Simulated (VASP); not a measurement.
# CoO (R-3m) in VASP: a series of runs, part 2 of 2

VASP 6.6.1. Earlier steps stand in the parts before.

**4. Relaxation of cell and atoms, BLYP, collinear spin, ferromagnetic start**

The input, INCAR:

```
SYSTEM = CoO
  PREC = Accurate
  ENCUT = 700
  EDIFF = 1E-7
  ISMEAR = -1
  SIGMA = 0.05
  LREAL = .FALSE.
  LASPH = .TRUE.
  NELM = 200
  ALGO = Normal
  ISIF = 3
  LWAVE = .FALSE.
  LCHARG = .FALSE.
  ISPIN = 2
  MAGMOM = 2 0
  LORBIT = 11
  LMAXMIX = 4
  GGA = B5
  ALDAX = 1.0
  AGGAX = 1.0
  AGGAC = 1.0
  ALDAC = 0.0
  IBRION = 2
  NSW = 60
  EDIFFG = -0.01
  GGA_COMPAT = .FALSE.
  NELMIN = 4
```

The input, KPOINTS:

```
regular mesh
0
G
  11 11 11
  0 0 0
```

The input, POSCAR:

```
CoO
1.0
    1.5054695445      0.8691832468      2.4399269062
   -1.5054695445      0.8691832468      2.4399269062
    0.0000000000     -1.7383664936      2.4399269062
Co O
1 1
Direct
    0.0000000000      0.0000000000      0.0000000000
    0.5000000000      0.5000000000      0.5000000000
```

Potentials or basis: VASP PAW PBE potentials, release 64 (Co_sv, O).

Started as:

```sh
$ cat potpaw_PBE.64/Co_sv/POTCAR potpaw_PBE.64/O/POTCAR > POTCAR
$ mpirun -np 1 vasp_std > vasp.out
```

OUTCAR:

```text
SYSTEM = CoO
   PREC = Accurate
   ENCUT = 700
   EDIFF = 1E-7
   ISMEAR = -1
   LREAL = .FALSE.
   LASPH = .TRUE.
   NELM = 200
   ISIF = 3
   ISPIN = 2
   LORBIT = 11
   GGA = B5
   IBRION = 2
   NSW = 60
   EDIFFG = -0.01
   NELMIN = 4

 ion  position               nearest neighbor table
   1  0.000  0.000  0.000-   2 2.12   2 2.12   2 2.12   2 2.12   2 2.12   2 2.12
   2  0.500  0.500  0.500-   1 2.12   1 2.12   1 2.12   1 2.12   1 2.12   1 2.12

  LATTYP: Found a trigonal (rhomboedric) cell.
 ALAT       =     2.9958573687
 COS(alpha) =     0.4949531368

  Lattice vectors:

 A1 = (   1.5054695445,   0.8691832468,   2.4399269062)
 A2 = (  -1.5054695445,   0.8691832468,   2.4399269062)
 A3 = (   0.0000000000,  -1.7383664936,   2.4399269062)

Analysis of symmetry for initial positions (statically):
=====================================================================
 Subroutine PRICEL returns:
 Original cell was already a primitive cell.

 Routine SETGRP: Setting up the symmetry group for a
 trigonal (rhombohedral) supercell.

 Subroutine GETGRP returns: Found 12 space group operations
 (whereof 12 operations were pure point group operations)
 out of a pool of 12 trial point group operations.

The static configuration has the point symmetry D_3d.

Analysis of symmetry for dynamics (positions and initial velocities):
=====================================================================
 Subroutine PRICEL returns:
 Original cell was already a primitive cell.

 Routine SETGRP: Setting up the symmetry group for a
 trigonal (rhombohedral) supercell.

 Subroutine GETGRP returns: Found 12 space group operations
 (whereof 12 operations were pure point group operations)
 out of a pool of 12 trial point group operations.

The dynamic configuration has the point symmetry D_3d.

Analysis of structural, dynamic, and magnetic symmetry:
=====================================================================
 Subroutine PRICEL returns:
 Original cell was already a primitive cell.
[... 142 lines left out ...]
  volume of cell :       19.16
 maximum number of plane-waves:       845
 NGX is ok and might be reduce to    28
   NGX = 13   NGY = 13   NGZ = 13

--------------------------------------- Ionic step        1  -------------------------------------------

 number of electron      23.0000008 magnetization       2.7647576

 Free energy of the ion-electron system (eV)
  ---------------------------------------------------
  ext. energy  EPLUGINS =         0.00000000
  ---------------------------------------------------
  free energy    TOTEN  =       -12.17502778 eV

  energy without entropy =      -12.13756058  energy(sigma->0) =      -12.15629418

------------------------ aborting loop because EDIFF is reached ----------------------------------------

  FORCE on cell =-STRESS in cart. coord.  units (eV):
  Direction    XX          YY          ZZ          XY          YZ          ZX
  --------------------------------------------------------------------------------------
  -------------------------------------------------------------------------------------
  Total        0.7153649      0.7153649      0.6611234      0.0000000     -0.0000000      0.0000000
  in kB       59.8310804     59.8310804     55.2944747      0.0000000     -0.0000000      0.0000000
  external PRESSURE =      58.3188785 kB  Pullay stress =       0.0000000 kB
[... 275 lines left out ...]
--------------------------------------- Ionic step        9  -------------------------------------------

 number of electron      23.0000009 magnetization       2.8606246

 Free energy of the ion-electron system (eV)
  ---------------------------------------------------
  ext. energy  EPLUGINS =         0.00000000
  ---------------------------------------------------
  free energy    TOTEN  =       -12.18765505 eV

  energy without entropy =      -12.15389672  energy(sigma->0) =      -12.17077589

 E-fermi :   8.8194     XC(G=0): -11.9866

 val. band max:        8.8190209644   @ k =   0.3636   0.0909   0.0000
 cond. band min:       8.8197928196   @ k =   0.3636   0.3636   0.1818
 fundamental gap:      0.0007718552
 Fermi energy:         8.8194426047

 spin component 1

 k-point     1 :       0.0000    0.0000    0.0000
  band No.  band energies     occupation
      1     -87.5001      1.00000
      2     -51.0195      1.00000
      3     -51.0195      1.00000
      4     -50.9241      1.00000
      5     -11.0088      1.00000
      6       5.7167      1.00000
[... 435 lines left out ...]
      5     -10.3382      1.00000
      6       2.4740      1.00000
[... 8 lines left out ...]
     15      20.5628      0.00000
     16      21.4832      0.00000

 [... further k-points ...]

 spin component 2

 k-point     1 :       0.0000    0.0000    0.0000
  band No.  band energies     occupation
      1     -84.5156      1.00000
      2     -48.1048      1.00000
      3     -48.1048      1.00000
      4     -48.0742      1.00000
      5     -10.5269      1.00000
      6       6.2595      1.00000
[... 476 lines left out ...]
  FREE ENERGIE OF THE ION-ELECTRON SYSTEM (eV)
  ---------------------------------------------------
  free  energy   TOTEN  =       -12.1876550507 eV

  energy  without entropy=      -12.1538967202  energy(sigma->0) =      -12.17077589

 reached required accuracy - stopping structural energy minimisation

 total charge

# of ion       s       p       d       tot
------------------------------------------
    1        2.139   6.055   6.699  14.892
    2        1.545   3.436   0.000   4.981
--------------------------------------------------
tot          3.684   9.491   6.699  19.873

 magnetization (x)

# of ion       s       p       d       tot
------------------------------------------
    1        0.012   0.009   2.444   2.464
    2        0.028   0.262   0.000   0.290
--------------------------------------------------
tot          0.040   0.271   2.444   2.754
```

OSZICAR:

```text
N       E                     dE             d eps       ncg     rms          rms(c)
DAV:   1     0.254565000334E+03    0.25457E+03   -0.15946E+04 11384   0.398E+03
DAV:   2    -0.270804919725E+01   -0.25727E+03   -0.25065E+03 13816   0.831E+02
DAV:   3    -0.147427209529E+02   -0.12035E+02   -0.11917E+02 11944   0.150E+02
[... 130 lines left out ...]
DAV:  11    -0.121876545045E+02   -0.60378E-06   -0.50883E-06 12824   0.189E-02    0.472E-03
DAV:  12    -0.121876547522E+02   -0.24771E-06   -0.28618E-06  9112   0.163E-02    0.216E-03
DAV:  13    -0.121876549227E+02   -0.17046E-06   -0.77441E-07  7152   0.933E-03    0.936E-04
DAV:  14    -0.121876550418E+02   -0.11906E-06   -0.66023E-08  5352   0.695E-03    0.465E-04
DAV:  15    -0.121876550507E+02   -0.89394E-08   -0.62028E-08  4704   0.417E-03
   9 F= -.12187655E+02 E0= -.12170776E+02  d E =-.935166E-03  mag=     2.8606
```

CONTCAR:

```text
CoO
   1.00000000000000
     1.5415863371157867    0.8900352867409053    2.4038529122255787
    -1.5415863371157867    0.8900352867409053    2.4038529122255787
     0.0000000000000000   -1.7800705734818123    2.4038529122255792
  Co              O
     1     1
Direct
     1.0000000000000000    0.0000000000000000    1.0000000000000000
     0.5000000000000000    0.5000000000000000    0.5000000000000000

  0.00000000E+00  0.00000000E+00  0.00000000E+00
  0.00000000E+00  0.00000000E+00  0.00000000E+00
```

Wall time 11 min (1 thread of Intel Xeon 6975P-C (Granite Rapids), shared host); peak memory 0.27 GiB.

Results:

```yaml
Free_energy: -12.1877 eV
Relaxed_volume: 9.89 Å³/atom
Relaxed_cell: a = 2.991 Å, b = 2.991 Å, c = 2.991 Å, α = 62.05°, β = 62.05°, γ = 62.05°
Space_group_after_relaxing_to_0.1_Å: R-3m (No. 166)
Energy_gained_by_relaxing: 6.3 meV/atom
Ionic_steps: 9
Pressure_after_relaxing: -0.1 GPa
Net_moment: 2.86 μB per cell
Site_moments: Co +2.46; O +0.29 μB
Valence_electrons_inside_the_program's_atomic_spheres: Co 14.89; O 4.98
```

Step by step:
```
step  energy change (eV)  largest force (eV/Å)  pressure (GPa)  volume (Å³)
   1              0.0000                0.0000            5.83        19.16
   2             -0.0091                0.0000           -2.55        20.14
   3             -0.0117                0.0000           -0.10        19.82
   4             -0.0117                0.0000            0.07        19.80
   5             -0.0117                0.0000            0.08        19.80
   6             -0.0118                0.0000            0.08        19.80
   7             -0.0120                0.0000            0.07        19.80
   8             -0.0123                0.0000            0.05        19.80
   9             -0.0126                0.0000           -0.06        19.79
```

Final structure:
```
CELL_PARAMETERS angstrom
1.54159 0.89004 2.40385
-1.54159 0.89004 2.40385
0.00000 -1.78007 2.40385
ATOMIC_POSITIONS crystal
Co 0.00000 0.00000 0.00000
O 0.50000 0.50000 0.50000
```

Caveat: the PAW data sets were made with another functional, which shifts forces and pressure a little; a cell with one magnetic atom can't hold antiferromagnetic order, which such compounds often take; semilocal functionals often make such compounds metallic where correlation or magnetic order opens a gap, which also shifts bond lengths. With open d or f shells a metallic result of BLYP can be an artefact of self-interaction; +U or a hybrid may open a gap.

**5. Overview**

```tsv
task	level	fixed moment (μB)	cell	k mesh	gap on the mesh (eV)	pressure (GPa)	moment (μB)
single point	PBEsol	0.5	a = 2.996 Å, angles 60.3°, 2 atoms	9 × 9 × 9	-	-27.1	0.50
single point	PBE	-	a = 3.016 Å, angles 60.3°, 2 atoms	11 × 11 × 11	none	-4.3	2.94
relaxation of cell and atoms	BLYP	-	relaxed from a = 2.996 Å, angles 60.3°, 2 atoms	11 × 11 × 11	none	-0.1	2.86
```

Alike in all rows: potentials or basis VASP PAW PBE potentials, release 64 (Co_sv, O); spin collinear, ferromagnetic start; cutoff (eV) 700; smearing fermi-dirac 0.05 eV.

Caveats: a cell with one magnetic atom can't hold antiferromagnetic order, which such compounds often take; the cell stands under tension (at least some runs); the PAW data sets were made with another functional, which shifts forces and pressure a little (at least some runs); semilocal functionals often make such compounds metallic where correlation or magnetic order opens a gap, which also shifts bond lengths (at least some runs); the total moment is fixed, so each spin has its own Fermi level and the state may be an excited one (at least some runs).

Absolute energies hang on the potentials; compare differences alone.
